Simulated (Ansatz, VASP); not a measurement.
**Ba2NF: VASP beside Ansatz**

File INCAR:

```
SYSTEM = Ba2NF
PREC = Accurate
ENCUT = 520
EDIFF = 1E-6
ISMEAR = 0
SIGMA = 0.05
LREAL = .FALSE.
LASPH = .TRUE.
NELM = 80
ALGO = Normal
ISIF = 2
LWAVE = .FALSE.
LCHARG = .FALSE.
GGA = CA
NBANDS = 24
```

Contents of KPOINTS:

```
regular mesh
0
G
  9 9 9
  0 0 0
```

The input POSCAR:

```
Ba2NF
1.0
    1.8499566304      1.0680729585      7.2091113912
   -1.8499566304      1.0680729585      7.2091113912
    0.0000000000     -2.1361459170      7.2091113912
Ba N F
2 1 1
Direct
    0.7576400200      0.7576400200      0.7576400200
    0.2423599800      0.2423599800      0.2423599800
    0.5000000000      0.5000000000      0.5000000000
    0.0000000000      0.0000000000      0.0000000000
```

Input for Ansatz:

```yaml
crystal:
  lattice:
    - [1.8499566304, 1.0680729585, 7.2091113912]
    - [-1.8499566304, 1.0680729585, 7.2091113912]
    - [0.0, -2.136145917, 7.2091113912]
  atoms:
    - { symbol: Ba, position: [0.75764002, 0.75764002, 0.75764002] }
    - { symbol: Ba, position: [0.24235998, 0.24235998, 0.24235998] }
    - { symbol: "N", position: [0.5, 0.5, 0.5] }
    - { symbol: F, position: [0.0, 0.0, 0.0] }
basis:
  ecutwfc: 420
kpoints:
  mp_grid: { grid: [9, 9, 9] }
hamiltonian:
  xc: lda
scf:
  occupations: { method: gaussian, width: 0.05 }
output:
  forces: true
  stress: true
  eigenvalues: true
```

Change from the starting cell: strain -0.080 along x and y, +0.080 along z, atoms carried along.

Alike in both runs: task single point; functional LDA; k mesh 9 × 9 × 9; occupations gaussian, width 0.05 eV; no spin polarisation.

|  | VASP | Ansatz |
| --- | --- | --- |
| version | VASP 6.6.1 | Ansatz 0.2.0 |
| potentials or method | VASP PAW LDA potentials, release 64 (Ba_sv, N, F), cutoff 520 eV | scalar-relativistic, plane waves, PAW |
| valence electrons in the cell | 32 | 32 |

|  | VASP | Ansatz | Ansatz less VASP |
| --- | --- | --- | --- |
| gap on the k mesh at the Fermi level (eV) | 0.67 | 0.74 | +0.069 |
| least direct gap on the mesh (eV) | 0.69 | 0.75 | +0.060 |
| pressure (GPa) | 0.7 | -1.1 | -1.82 |
| traceless stress, the component that is largest in VASP (GPa) | -7.83 | -7.80 | +0.034 |
| rms of the force components (eV/Å) | 0.234 | 0.311 | +0.0764 |

LDA's correlation is that of Perdew and Zunger in VASP and of Perdew and Wang (1992) in Ansatz. Atom by atom the forces differ by 0.076 eV/Å (rms over components).

Neither program's run includes spin-orbit coupling.
